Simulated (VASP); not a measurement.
# Au (Fm-3m) in VASP: further runs, part 2 of 3

VASP 6.6.1.

## 4. Single point, r2SCAN

This run uses another cell than the first one, of 17.50 Å³/atom, 0.976 times its volume.

Contents of POSCAR:

```
Au
1.0
    0.0000000000      2.0605722843      2.0605722843
    2.0605722843      0.0000000000      2.0605722843
    2.0605722843      2.0605722843      0.0000000000
Au
1
Direct
    0.0000000000      0.0000000000      0.0000000000
```

Contents of INCAR.step1:

```
SYSTEM = Au
  ALGO = Normal
  EDIFF = 1E-5
  ENCUT = 550
  GGA = PE
  GGA_COMPAT = .False.
  ISMEAR = -1
  LASPH = .True.
  LCHARG = .False.
  LREAL = .False.
  LWAVE = .True.
  NBANDS = 12
  NELM = 120
  PREC = Accurate
  SIGMA = 0.0974
```

Contents of INCAR.step2:

```
SYSTEM = Au
  ALGO = Normal
  EDIFF = 1E-6
  ENCUT = 550
  GGA_COMPAT = .False.
  ISIF = 2
  ISMEAR = -1
  ISTART = 1
  LASPH = .True.
  LCHARG = .False.
  LMIXTAU = .True.
  LREAL = .False.
  LWAVE = .False.
  METAGGA = R2SCAN
  NBANDS = 12
  NELM = 120
  PREC = Accurate
  SIGMA = 0.0974
```

Contents of KPOINTS:

```
k-points
0
Gamma
  7 7 7
  0 0 0
```

Potentials or basis: VASP PAW PBE potentials, release 64 (Au).

On the command line:

```bash
$ cat potpaw_PBE.64/Au/POTCAR > POTCAR
$ cp INCAR.step1 INCAR
$ mpirun -np 1 vasp_std > vasp.out
$ cp INCAR.step2 INCAR
$ mpirun -np 1 vasp_std > vasp.out
```

OUTCAR:

```text
SYSTEM = Au
   EDIFF = 1E-6
   ENCUT = 550
   ISIF = 2
   ISMEAR = -1
   ISTART = 1
   LASPH = .True.
   LREAL = .False.
   METAGGA = R2SCAN
   NELM = 120
   PREC = Accurate

 ion  position               nearest neighbor table
   1  0.000  0.000  0.000-

  LATTYP: Found a face centered cubic cell.
 ALAT       =     4.1211445686

  Lattice vectors:

 A1 = (   0.0000000000,   2.0605722843,   2.0605722843)
 A2 = (   2.0605722843,   0.0000000000,   2.0605722843)
 A3 = (   2.0605722843,   2.0605722843,   0.0000000000)

Analysis of symmetry for initial positions (statically):
=====================================================================
 Subroutine PRICEL returns:
 Original cell was already a primitive cell.

 Routine SETGRP: Setting up the symmetry group for a
 face centered cubic supercell.

 Subroutine GETGRP returns: Found 48 space group operations
 (whereof 48 operations were pure point group operations)
 out of a pool of 48 trial point group operations.

The static configuration has the point symmetry O_h .

Analysis of symmetry for dynamics (positions and initial velocities):
=====================================================================
 Subroutine PRICEL returns:
 Original cell was already a primitive cell.

 Routine SETGRP: Setting up the symmetry group for a
 face centered cubic supercell.

 Subroutine GETGRP returns: Found 48 space group operations
 (whereof 48 operations were pure point group operations)
 out of a pool of 48 trial point group operations.

The dynamic configuration has the point symmetry O_h .

 Subroutine INISYM returns: Found 48 space group operations
 (whereof 48 operations are pure point group operations),
 and found     1 'primitive' translations

----------------------------------------------------------------------------------------

                                     Primitive cell

  volume of cell :      17.4982

  direct lattice vectors                    reciprocal lattice vectors
     0.000000000  2.060572284  2.060572284    -0.242651036  0.242651036  0.242651036
     2.060572284  0.000000000  2.060572284     0.242651036 -0.242651036  0.242651036
     2.060572284  2.060572284  0.000000000     0.242651036  0.242651036 -0.242651036

  length of vectors
     2.914089271  2.914089271  2.914089271     0.420283923  0.420283923  0.420283923

  position of ions in fractional coordinates (direct lattice)
     0.000000000  0.000000000  0.000000000

  ion indices of the primitive-cell ions
   primitive index   ion index
                 1           1

----------------------------------------------------------------------------------------

 KPOINTS: k-points

Automatic generation of k-mesh.
 Grid dimensions read from file:
 generate k-points for:    7    7    7

 Generating k-lattice:

  Cartesian coordinates                     Fractional coordinates (reciprocal lattice)
    -0.034664434  0.034664434  0.034664434     0.142857143  0.000000000  0.000000000
     0.034664434 -0.034664434  0.034664434     0.000000000  0.142857143  0.000000000
     0.034664434  0.034664434 -0.034664434     0.000000000  0.000000000  0.142857143

  Length of vectors
     0.060040560  0.060040560  0.060040560

  Shift w.r.t. Gamma in fractional coordinates (k-lattice)
     0.000000000  0.000000000  0.000000000

 Subroutine IBZKPT returns following result:
 ===========================================

 Found     20 irreducible k-points:

 Following reciprocal coordinates:
            Coordinates               Weight
  0.000000  0.000000  0.000000      1.000000
  0.142857  0.000000  0.000000      8.000000
  0.285714  0.000000  0.000000      8.000000
  0.428571  0.000000  0.000000      8.000000
  0.142857  0.142857  0.000000      6.000000
  0.285714  0.142857  0.000000     24.000000
[... 12 lines left out ...]
 -0.428571  0.428571  0.142857     24.000000
 -0.285714  0.428571  0.142857     24.000000
   k-points           NKPTS =     20   k-points in BZ     NKDIM =     20   number of bands    NBANDS=     12
   number of dos      NEDOS =    301   number of ions     NIONS =      1
   total plane-waves  NPLWV =  13824
   dimension x,y,z NGX =    24 NGY =   24 NGZ =   24
   dimension x,y,z NGXF=    48 NGYF=   48 NGZF=   48
   ions per type =               1
   NGX,Y,Z   is equivalent  to a cutoff of  13.69, 13.69, 13.69 a.u.
   NGXF,Y,Z  is equivalent  to a cutoff of  27.38, 27.38, 27.38 a.u.
 SYSTEM =  Au
   PREC   = accura    normal or accurate (medium, high low for compatibility)
   ISTART =      1    job   : 0-new  1-cont  2-samecut
   ICHARG =      0    charge: 1-file 2-atom 10-const
   ISPIN  =      1    spin polarized calculation?
   LNONCOLLINEAR =      F non collinear calculations
   LSORBIT =      F    spin-orbit coupling
   LASPH  =      T    aspherical Exc in radial PAW
   ENCUT  =  550.0 eV  40.42 Ry    6.36 a.u.   5.57  5.57  5.57*2*pi/ulx,y,z
   NELM   =    120;   NELMIN=  2; NELMDL=  0     # of ELM steps
   EDIFF  = 0.1E-05   stopping-criterion for ELM
   LREAL  =      F    real-space projection
   EDIFFG = 0.1E-04   stopping-criterion for IOM
   NSW    =      0    number of steps for IOM
   IBRION =     -1    ionic relax: 0-MD 1-quasi-New 2-CG
   NFREE  =      0    steps in history (QN), initial steepest desc. (CG)
   ISIF   =      2    stress and relaxation
   ISYM   =      2    0-nonsym 1-usesym 2-fastsym
   POTIM  = 0.5000    time-step for ionic-motion
   TEBEG  =    0.0;   TEEND  =   0.0 temperature during run
   PSTRESS=    0.0 pullay stress
   NELECT =      11.0000    total number of electrons
   NUPDOWN=      -1.0000    fix difference up-down
   EMIN   =  10.00;   EMAX   =-10.00  energy-range for DOS
   EFERMI =   0.00;   METHOD = LEGACY
   ISMEAR =    -1;   SIGMA  =   0.10  broadening in eV -4-tet -1-fermi 0-gaus
   EFERMI_NEDOS =   21; number of points for ismear=-14 and -15
   IALGO  =     38    algorithm
   IMIX   =      4    mixing-type and parameters
     AMIX     =   0.40;   BMIX     =  1.00
     AMIX_MAG =   1.60;   BMIX_MAG =  1.00
  volume/ion in A,a.u.               =      17.50       118.08
  Fermi-wavevector in a.u.,A,eV,Ry     =   1.402409  2.650168 26.759253  1.966750
  Thomas-Fermi vector in A             =   2.525173
   LORBIT       =      0    0 simple, 1 ext, 2 COOP (PROOUT), +10 PAW based schemes
   METAGGA = R2SCAN    functional components
   LHFCALC =     F    Hartree Fock is set to
   AEXX    =    0.0000 exact exchange contribution
   IVDW    =     0    specifies the selected vdW correction
   LEPSILON=     F    determine dielectric tensor
   LRPA    =     F    only Hartree local field effects (RPA)
 non-spin polarized calculation
  energy-cutoff  :      550.00
  volume of cell :       17.50
 maximum number of plane-waves:       531
 NGX is ok and might be reduce to    24
   NGX = 11   NGY = 11   NGZ = 11

 number of electron      11.0000001 magnetization

 Free energy of the ion-electron system (eV)
  ---------------------------------------------------
  ext. energy  EPLUGINS =         0.00000000
  ---------------------------------------------------
  free energy    TOTEN  =       -50.65285663 eV

  energy without entropy =      -50.65014961  energy(sigma->0) =      -50.65150312

 E-fermi :   8.6485     XC(G=0): -13.4393

 val. band max:        8.1087201214   @ k =   0.4286   0.2857   0.0000
 cond. band min:       8.6747794324   @ k =   0.4286   0.4286   0.0000
 fundamental gap:      0.5660593110
 Fermi energy:         8.6485133234

 k-point     1 :       0.0000    0.0000    0.0000
  band No.  band energies     occupation
      1      -0.9110      2.00000
      2       4.0952      2.00000
      3       4.0952      2.00000
      4       4.0952      2.00000
      5       5.5574      2.00000
      6       5.5574      2.00000
      7      24.2400      0.00000
      8      28.1766      0.00000
      9      28.1766      0.00000
     10      28.1766      0.00000
     11      33.3633      0.00000
     12      37.5401      0.00000
[... 271 lines left out ...]
 k-point    20 :      -0.2857    0.4286    0.1429
  band No.  band energies     occupation
      1       2.8432      2.00000
      2       3.3138      2.00000
      3       4.1220      2.00000
      4       5.5179      2.00000
      5       6.8467      2.00000
      6      12.7585      0.00000
      7      14.9578      0.00000
      8      16.1542      0.00000
      9      20.1757      0.00000
     10      29.7065      0.00000
     11      33.3964      0.00000
     12      34.9801      0.00000

------------------------ aborting loop because EDIFF is reached ----------------------------------------

  FORCE on cell =-STRESS in cart. coord.  units (eV):
  Direction    XX          YY          ZZ          XY          YZ          ZX
  --------------------------------------------------------------------------------------
  -------------------------------------------------------------------------------------
  Total        0.0311324      0.0311324      0.0311324      0.0000000      0.0000000      0.0000000
  in kB        2.8505529      2.8505529      2.8505529      0.0000000      0.0000000      0.0000000
  external PRESSURE =       2.8505529 kB  Pullay stress =       0.0000000 kB

 VOLUME and BASIS-vectors are now :
 -----------------------------------------------------------------------------
  energy-cutoff  :      550.00
  volume of cell :       17.50
      direct lattice vectors                 reciprocal lattice vectors
     0.000000000  2.060572284  2.060572284    -0.242651036  0.242651036  0.242651036
     2.060572284  0.000000000  2.060572284     0.242651036 -0.242651036  0.242651036
     2.060572284  2.060572284  0.000000000     0.242651036  0.242651036 -0.242651036

 POSITION                                       TOTAL-FORCE (eV/Angst)
 -----------------------------------------------------------------------------------
      0.00000      0.00000      0.00000         0.000000      0.000000     -0.000000
 -----------------------------------------------------------------------------------
    total drift:                               -0.000000      0.000000      0.000000

  FREE ENERGIE OF THE ION-ELECTRON SYSTEM (eV)
  ---------------------------------------------------
  free  energy   TOTEN  =       -50.6528566339 eV

  energy  without entropy=      -50.6501496123  energy(sigma->0) =      -50.65150312
```

Wall time 26 s (1 thread of Intel Xeon 8259CL, shared host); peak memory 0.15 GiB.

What came out:

```yaml
Free_energy: -50.6529 eV
Pressure: 0.3 GPa
```

Caveat: the k points lie up to 0.38 Å⁻¹ apart; the PAW data sets were made with another functional, which shifts forces and pressure a little; spin-orbit coupling is left out, which moves the levels of the heavy elements.

## 5. Single point, r2SCAN

This run uses another cell than the first one, of 17.50 Å³/atom, 0.976 times its volume.

Contents of POSCAR:

```
Au
1.0
    0.0000000000      2.0605991536      2.0605991536
    2.0605991536      0.0000000000      2.0605991536
    2.0605991536      2.0605991536      0.0000000000
Au
1
Direct
    0.0000000000      0.0000000000      0.0000000000
```

Contents of INCAR.step1:

```
PREC = Accurate
ENCUT = 550
ISMEAR = -1
SIGMA = 0.0974
LREAL = F
LASPH = T
NELM = 120
NBANDS = 12
GGA = PE
ALGO = Normal
EDIFF = 1E-5
LWAVE = T
LCHARG = F
GGA_COMPAT = F
```

Contents of INCAR.step2:

```
PREC = Accurate
ENCUT = 550
EDIFF = 1E-6
ISMEAR = -1
SIGMA = 0.0974
LREAL = F
LASPH = T
NELM = 120
ALGO = Normal
ISIF = 2
LWAVE = F
LCHARG = F
METAGGA = R2SCAN
LMIXTAU = T
NBANDS = 12
ISTART = 1
GGA_COMPAT = F
```

Contents of KPOINTS:

```
Automatic mesh
0
Gamma
  7 7 7
```

On the command line:

```bash
$ cat potpaw_PBE.64/Au/POTCAR > POTCAR
$ cp INCAR.step1 INCAR
$ mpirun -np 1 vasp_std > vasp.out
$ cp INCAR.step2 INCAR
$ mpirun -np 1 vasp_std > vasp.out
```

Run time: 38 s. Hardware: 1 thread of Intel Xeon 8259CL, shared host; peak memory 0.15 GiB.

It converged, with:

```
Free energy : -50.6529 eV
Pressure    : 0.3 GPa
```

Levels at points of the mesh, in eV from the Fermi level:
```csv
k point,band 4,band 5,band 6,band 7,band 8,band 9
"(0.00, 0.00, 0.00)",-4.55,-3.09,-3.09,15.59,19.53,19.53
```

Caveat: the k points lie up to 0.38 Å⁻¹ apart; the PAW data sets were made with another functional, which shifts forces and pressure a little; spin-orbit coupling is left out, which moves the levels of the heavy elements.

(Part 2 of 3 ends here.)
